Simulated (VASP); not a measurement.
# ZrS in VASP: notebook

The runs below take ZrS through single point, relaxation of cell and atoms, with PBEsol.

Everything below comes from runs of VASP 6.6.1. Logs are shortened: lines on timing, memory, paths and dates and some standing lists are left out, and cuts for length are marked.

## (1) The cell of the first run

It takes space group Fm-3m (No. 225, cubic). Conventional cell: a = 5.166 Å, b = 5.166 Å, c = 5.166 Å, α = 90.00°, β = 90.00°, γ = 90.00°. Zr (site symmetry m-3m) has 6 S at 2.58 Å within 3.4 Å. Within 3.4 Å of S (site symmetry m-3m) lie 6 Zr at 2.58 Å.

## (2) Single point, PBEsol

The input, INCAR:

```
  ALGO = Normal
  EDIFF = 1E-6
  ENCUT = 520
  GGA = PS
  ISIF = 2
  ISMEAR = 0
  LASPH = True
  LCHARG = False
  LREAL = False
  LWAVE = False
  NBANDS = 26
  NELM = 60
  PREC = Accurate
  SIGMA = 0.1
```

The input, KPOINTS:

```
k-points
0
Gamma
  14 14 10
```

The input, POSCAR:

```
ZrS
1.0
    2.5830753507      2.5830753507      0.0000000000
   -2.5830753507      2.5830753507      0.0000000000
    0.0000000000      0.0000000000      5.1661507014
Zr S
2 2
Direct
    0.0000000000      0.0000000000      0.0000000000
    0.5000000000      0.5000000000      0.5000000000
    0.5000000000      0.5000000000      0.0000000000
    0.0000000000      0.0000000000      0.5000000000
```

Potentials or basis: VASP PAW PBE potentials, release 64 (Zr_sv, S).

Launch:

```
$ cat potpaw_PBE.64/Zr_sv/POTCAR potpaw_PBE.64/S/POTCAR > POTCAR
$ mpirun -np 1 vasp_std > vasp.out
```

OUTCAR:

```text
EDIFF = 1E-6
   ENCUT = 520
   GGA = PS
   ISIF = 2
   ISMEAR = 0
   LASPH = True
   LREAL = False
   NELM = 60
   PREC = Accurate

 ion  position               nearest neighbor table
   1  0.000  0.000  0.000-   3 2.58   4 2.58   4 2.58   3 2.58   3 2.58   3 2.58   2 3.65   2 3.65
                             2 3.65   2 3.65   2 3.65   2 3.65   2 3.65   2 3.65
   2  0.500  0.500  0.500-   3 2.58   4 2.58   3 2.58   4 2.58   4 2.58   4 2.58   1 3.65   1 3.65
                             1 3.65   1 3.65   1 3.65   1 3.65   1 3.65   1 3.65
   3  0.500  0.500  0.000-   1 2.58   2 2.58   2 2.58   1 2.58   1 2.58   1 2.58
   4  0.000  0.000  0.500-   1 2.58   2 2.58   1 2.58   2 2.58   2 2.58   2 2.58

  LATTYP: Found a simple tetragonal cell.
 ALAT       =     3.6530201936
 C/A-ratio  =     1.4142135624

  Lattice vectors:

 A1 = (   2.5830753507,   2.5830753507,   0.0000000000)
 A2 = (  -2.5830753507,   2.5830753507,   0.0000000000)
 A3 = (   0.0000000000,   0.0000000000,   5.1661507014)

Analysis of symmetry for initial positions (statically):
=====================================================================
 Subroutine PRICEL returns following result:

  LATTYP: Found a face centered cubic cell.
 ALAT       =     5.1661507014

  Lattice vectors:

 A1 = (   0.0000000000,  -2.5830753507,  -2.5830753507)
 A2 = (   2.5830753507,   0.0000000000,  -2.5830753507)
 A3 = (   2.5830753507,  -2.5830753507,  -0.0000000000)

   2 primitive cells build up your supercell.

 Routine SETGRP: Setting up the symmetry group for a
 simple tetragonal supercell.

 Subroutine GETGRP returns: Found 16 space group operations
 (whereof 16 operations were pure point group operations)
 out of a pool of 16 trial point group operations.

The static configuration has the point symmetry D_4h.

Analysis of symmetry for dynamics (positions and initial velocities):
=====================================================================
 Subroutine PRICEL returns following result:

  LATTYP: Found a face centered cubic cell.
 ALAT       =     5.1661507014

  Lattice vectors:

 A1 = (   0.0000000000,  -2.5830753507,  -2.5830753507)
 A2 = (   2.5830753507,   0.0000000000,  -2.5830753507)
 A3 = (   2.5830753507,  -2.5830753507,  -0.0000000000)

   2 primitive cells build up your supercell.

 Routine SETGRP: Setting up the symmetry group for a
 simple tetragonal supercell.

 Subroutine GETGRP returns: Found 16 space group operations
 (whereof 16 operations were pure point group operations)
 out of a pool of 16 trial point group operations.

The dynamic configuration has the point symmetry D_4h.

 Subroutine INISYM returns: Found 16 space group operations
 (whereof 16 operations are pure point group operations),
 and found     2 'primitive' translations

----------------------------------------------------------------------------------------

                                     Primitive cell

  volume of cell :      34.4700

  direct lattice vectors                    reciprocal lattice vectors
     0.000000000 -2.583075351 -2.583075351    -0.193567718 -0.193567718 -0.193567718
     2.583075351  0.000000000 -2.583075351     0.193567718  0.193567718 -0.193567718
     2.583075351 -2.583075351 -0.000000000     0.193567718 -0.193567718  0.193567718

  length of vectors
     3.653020194  3.653020194  3.653020194     0.335269122  0.335269122  0.335269122

  position of ions in fractional coordinates (direct lattice)
     0.000000000  0.000000000  0.000000000
     0.500000000  0.500000000  0.500000000

  ion indices of the primitive-cell ions
   primitive index   ion index
                 1           1
                 2           4

----------------------------------------------------------------------------------------

 KPOINTS: k-points

Automatic generation of k-mesh.
 Grid dimensions read from file:
 generate k-points for:   14   14   10

 Generating k-lattice:

  Cartesian coordinates                     Fractional coordinates (reciprocal lattice)
     0.013826266  0.013826266  0.000000000     0.071428571  0.000000000  0.000000000
    -0.013826266  0.013826266  0.000000000     0.000000000  0.071428571  0.000000000
     0.000000000  0.000000000  0.019356772     0.000000000  0.000000000  0.100000000

  Length of vectors
     0.019553292  0.019553292  0.019356772

  Shift w.r.t. Gamma in fractional coordinates (k-lattice)
     0.000000000  0.000000000  0.000000000

 Subroutine IBZKPT returns following result:
 ===========================================

 Found    216 irreducible k-points:

 Following reciprocal coordinates:
            Coordinates               Weight
  0.000000  0.000000  0.000000      1.000000
  0.071429  0.000000  0.000000      4.000000
  0.142857  0.000000  0.000000      4.000000
  0.214286  0.000000  0.000000      4.000000
  0.285714  0.000000  0.000000      4.000000
  0.357143  0.000000  0.000000      4.000000
[... 16 lines left out ...]
  0.285714  0.214286  0.000000      8.000000
  0.357143  0.214286  0.000000      8.000000
 [... further k-points ...]
   k-points           NKPTS =    216   k-points in BZ     NKDIM =    216   number of bands    NBANDS=     26
   number of dos      NEDOS =    301   number of ions     NIONS =      4
   total plane-waves  NPLWV =  31360
   dimension x,y,z NGX =    28 NGY =   28 NGZ =   40
   dimension x,y,z NGXF=    56 NGYF=   56 NGZF=   80
   ions per type =               2   2
   NGX,Y,Z   is equivalent  to a cutoff of  12.74, 12.74, 12.87 a.u.
   NGXF,Y,Z  is equivalent  to a cutoff of  25.49, 25.49, 25.74 a.u.
 SYSTEM =  unknown system
   PREC   = accura    normal or accurate (medium, high low for compatibility)
   ISTART =      0    job   : 0-new  1-cont  2-samecut
   ICHARG =      2    charge: 1-file 2-atom 10-const
   ISPIN  =      1    spin polarized calculation?
   LNONCOLLINEAR =      F non collinear calculations
   LSORBIT =      F    spin-orbit coupling
   LASPH  =      T    aspherical Exc in radial PAW
   ENCUT  =  520.0 eV  38.22 Ry    6.18 a.u.   6.79  6.79  9.61*2*pi/ulx,y,z
   NELM   =     60;   NELMIN=  2; NELMDL= -5     # of ELM steps
   EDIFF  = 0.1E-05   stopping-criterion for ELM
   LREAL  =      F    real-space projection
   EDIFFG = 0.1E-04   stopping-criterion for IOM
   NSW    =      0    number of steps for IOM
   IBRION =     -1    ionic relax: 0-MD 1-quasi-New 2-CG
   NFREE  =      0    steps in history (QN), initial steepest desc. (CG)
   ISIF   =      2    stress and relaxation
   ISYM   =      2    0-nonsym 1-usesym 2-fastsym
   POTIM  = 0.5000    time-step for ionic-motion
   TEBEG  =    0.0;   TEEND  =   0.0 temperature during run
   PSTRESS=    0.0 pullay stress
   NELECT =      36.0000    total number of electrons
   NUPDOWN=      -1.0000    fix difference up-down
   EMIN   =  10.00;   EMAX   =-10.00  energy-range for DOS
   EFERMI =   0.00;   METHOD = LEGACY
   ISMEAR =     0;   SIGMA  =   0.10  broadening in eV -4-tet -1-fermi 0-gaus
   EFERMI_NEDOS =   21; number of points for ismear=-14 and -15
   IALGO  =     38    algorithm
   IMIX   =      4    mixing-type and parameters
     AMIX     =   0.40;   BMIX     =  1.00
     AMIX_MAG =   1.60;   BMIX_MAG =  1.00
  volume/ion in A,a.u.               =      17.23       116.31
  Fermi-wavevector in a.u.,A,eV,Ry     =   1.318313  2.491251 23.646240  1.737950
  Thomas-Fermi vector in A             =   2.448292
   LORBIT       =      0    0 simple, 1 ext, 2 COOP (PROOUT), +10 PAW based schemes
   GGA     = PS    functional components
   LHFCALC =     F    Hartree Fock is set to
   AEXX    =    0.0000 exact exchange contribution
   IVDW    =     0    specifies the selected vdW correction
   LEPSILON=     F    determine dielectric tensor
   LRPA    =     F    only Hartree local field effects (RPA)
 non-spin polarized calculation
 Gauss-broadening in eV      SIGMA  =   0.10
  energy-cutoff  :      520.00
  volume of cell :       68.94
 maximum number of plane-waves:      1900
 NGX is ok and might be reduce to    28
   NGX = 13   NGY = 13   NGZ = 19

 number of electron      36.0000004 magnetization

 Free energy of the ion-electron system (eV)
  ---------------------------------------------------
  ext. energy  EPLUGINS =         0.00000000
  ---------------------------------------------------
  free energy    TOTEN  =       -33.02824782 eV

  energy without entropy =      -33.01509915  energy(sigma->0) =      -33.02167348

 E-fermi :  11.2270     XC(G=0): -11.6940

 val. band max:       11.2106624173   @ k =   0.2857   0.1429   0.0000
 cond. band min:      11.2290139369   @ k =   0.3571   0.2143   0.3000
 fundamental gap:      0.0183515197
 Fermi energy:        11.2269849655

 k-point     1 :       0.0000    0.0000    0.0000
  band No.  band energies     occupation
      1     -38.5651      2.00000
      2     -38.5209      2.00000
      3     -16.8974      2.00000
      4     -16.6958      2.00000
      5     -16.6958      2.00000
      6     -16.5657      2.00000
[... 18 lines left out ...]
     25      13.7644      0.00000
     26      13.7713      0.00000

 k-point     2 :       0.0714    0.0000    0.0000
  band No.  band energies     occupation
      1     -38.5640      2.00000
      2     -38.5209      2.00000
      3     -16.8925      2.00000
      4     -16.7059      2.00000
      5     -16.6927      2.00000
      6     -16.5781      2.00000
[... 18 lines left out ...]
     25      13.7093      0.00000
     26      13.7350      0.00000

 k-point     3 :       0.1429    0.0000    0.0000
  band No.  band energies     occupation
      1     -38.5608      2.00000
      2     -38.5210      2.00000
      3     -16.8780      2.00000
      4     -16.7341      2.00000
      5     -16.6840      2.00000
      6     -16.6171      2.00000
[... 572 lines left out ...]
 k-point    23 :       0.2857    0.2143    0.0000
  band No.  band energies     occupation
      1     -38.5426      2.00000
      2     -38.5210      2.00000
      3     -16.8053      2.00000
      4     -16.7960      2.00000
      5     -16.7618      2.00000
      6     -16.7081      2.00000
[... 18 lines left out ...]
     25      13.7590      0.00000
     26      13.8671      0.00000

 k-point    24 :       0.3571    0.2143    0.0000
  band No.  band energies     occupation
      1     -38.5371      2.00000
      2     -38.5220      2.00000
      3     -16.8379      2.00000
      4     -16.8075      2.00000
      5     -16.7680      2.00000
      6     -16.6907      2.00000
[... 18 lines left out ...]
     25      13.8995      0.00000
     26      14.3341      0.00000

 [... further k-points ...]

------------------------ aborting loop because EDIFF is reached ----------------------------------------

  FORCE on cell =-STRESS in cart. coord.  units (eV):
  Direction    XX          YY          ZZ          XY          YZ          ZX
  --------------------------------------------------------------------------------------
  -------------------------------------------------------------------------------------
  Total        0.1602080      0.1602080     -0.0916387      0.0000000      0.0000000     -0.0000000
  in kB        3.7232606      3.7232606     -2.1296986      0.0000000      0.0000000     -0.0000000
  external PRESSURE =       1.7722742 kB  Pullay stress =       0.0000000 kB

 VOLUME and BASIS-vectors are now :
 -----------------------------------------------------------------------------
  energy-cutoff  :      520.00
  volume of cell :       68.94
      direct lattice vectors                 reciprocal lattice vectors
     2.583075351  2.583075351  0.000000000     0.193567718  0.193567718  0.000000000
    -2.583075351  2.583075351  0.000000000    -0.193567718  0.193567718  0.000000000
     0.000000000  0.000000000  5.166150701     0.000000000  0.000000000  0.193567718

 POSITION                                       TOTAL-FORCE (eV/Angst)
 -----------------------------------------------------------------------------------
      0.00000      0.00000      0.00000         0.000000      0.000000      0.000000
      0.00000      2.58308      2.58308        -0.000000     -0.000000     -0.000000
      0.00000      2.58308      0.00000         0.000000      0.000000      0.000000
      0.00000      0.00000      2.58308        -0.000000     -0.000000      0.000000
 -----------------------------------------------------------------------------------
    total drift:                               -0.000000      0.000000      0.000000

  FREE ENERGIE OF THE ION-ELECTRON SYSTEM (eV)
  ---------------------------------------------------
  free  energy   TOTEN  =       -33.0282478185 eV

  energy  without entropy=      -33.0150991514  energy(sigma->0) =      -33.02167348
```

It took 6.2 min on 1 thread of Intel Xeon 8259CL, shared host; peak memory 0.42 GiB.

Results:

```
Free energy            : -33.0282 eV
Pressure               : 0.2 GPa
Band gap on the k mesh : zero (bands 18 and 19 overlap by 3.05 eV)
```

Levels at points of the mesh, in eV from the Fermi level:
| k point | band 14 | band 15 | band 16 | band 17 | band 18 | band 19 | band 20 | band 21 | band 22 | band 23 |
| --- | --- | --- | --- | --- | --- | --- | --- | --- | --- | --- |
| (0.00, 0.00, 0.00) | -3.70 | -3.54 | -3.54 | -3.54 | -1.49 | -1.49 | -1.49 | -0.76 | -0.76 | 0.52 |
| (0.50, 0.00, 0.00) | -5.99 | -5.71 | -5.71 | 0.35 | 0.35 | 0.77 | 0.77 | 1.25 | 1.25 | 1.77 |
| (0.50, 0.50, 0.00) | -4.50 | -4.50 | -4.50 | -3.70 | -3.70 | 0.52 | 0.52 | 2.54 | 2.54 | 2.54 |
| (0.00, 0.00, 0.50) | -4.43 | -4.43 | -4.43 | -2.79 | -2.79 | -0.18 | -0.18 | 1.34 | 1.34 | 1.34 |
| (0.50, 0.00, 0.50) | -6.17 | -6.17 | -6.17 | 1.57 | 1.57 | 1.57 | 1.57 | 1.91 | 1.91 | 1.93 |
| (0.50, 0.50, 0.50) | -6.04 | -6.04 | -6.04 | 0.02 | 0.02 | 0.02 | 0.02 | 1.89 | 1.89 | 2.55 |

Caveat: the PAW data sets were made with another functional, which shifts forces and pressure a little.

[end of part 1 of 2]
